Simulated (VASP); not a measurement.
Write the native input for VASP 6.6.1 that does the following.

* Task: single point
* Functional: r2SCAN
* Potentials or basis: VASP PAW PBE potentials, release 64 (Mo_sv, Se)
* Cutoff: 520 eV
* k mesh: 14 × 14 × 14
* Occupations: gaussian, width 0.1 eV
* Spin: collinear spin
* Starting moments: [3.5, 0.0] μB
* Dipole correction: no
* Further INCAR settings: ALGO = Normal; EDIFF = 1e-07; NBANDS = 21

Crystal: MoSe.

```
Mo Se
1.0
     0.00000    2.57485    2.57485
     2.57485    0.00000    2.57485
     2.57485    2.57485    0.00000
Mo Se
1 1
Direct
  0.00000 0.00000 0.00000
  0.50000 0.50000 0.50000
```

The input as run:

POSCAR

```
MoSe
1.0
    0.0000000000      2.5748516654      2.5748516654
    2.5748516654      0.0000000000      2.5748516654
    2.5748516654      2.5748516654      0.0000000000
Mo Se
1 1
Direct
    0.0000000000      0.0000000000      0.0000000000
    0.5000000000      0.5000000000      0.5000000000
```

INCAR.step1

```
ALGO = Normal
EDIFF = 1E-4
ENCUT = 520
GGA = PE
ISMEAR = 0
ISPIN = 2
LASPH = True
LCHARG = False
LMAXMIX = 4
LREAL = False
LWAVE = True
MAGMOM = 3.5 0
NBANDS = 21
NELM = 150
PREC = Accurate
SIGMA = 0.1
```

INCAR.step2

```
ALGO = Normal
EDIFF = 1E-7
ENCUT = 520
ISIF = 2
ISMEAR = 0
ISPIN = 2
ISTART = 1
LASPH = True
LCHARG = False
LMAXMIX = 4
LMIXTAU = True
LORBIT = 11
LREAL = False
LWAVE = False
MAGMOM = 3.5 0
METAGGA = R2SCAN
NBANDS = 21
NELM = 150
PREC = Accurate
SIGMA = 0.1
```

KPOINTS

```
k-points
0
Gamma
  14 14 14
```

Potentials or basis: VASP PAW PBE potentials, release 64 (Mo_sv, Se).

The run is started by

```sh
$ cat potpaw_PBE.64/Mo_sv/POTCAR potpaw_PBE.64/Se/POTCAR > POTCAR
$ cp INCAR.step1 INCAR
$ mpirun -np 1 vasp_std > vasp.out
$ cp INCAR.step2 INCAR
$ mpirun -np 1 vasp_std > vasp.out
```

Results of the run:

```yaml
Pressure: 5.3 GPa
Band_gap_on_the_k_mesh: zero (filled and empty bands overlap)
Net_moment: 0.00 μB per cell
Valence_electrons_inside_the_program's_atomic_spheres: Mo 12.41; Se 4.04
```

Caveat: the cell stands under pressure; the PAW data sets were made with another functional, which shifts forces and pressure a little.

Wall time 5.4 min on 1 thread of Intel(R) Xeon(R) 6975P-C (Granite Rapids), on a shared host, peak memory 0.26 GiB.
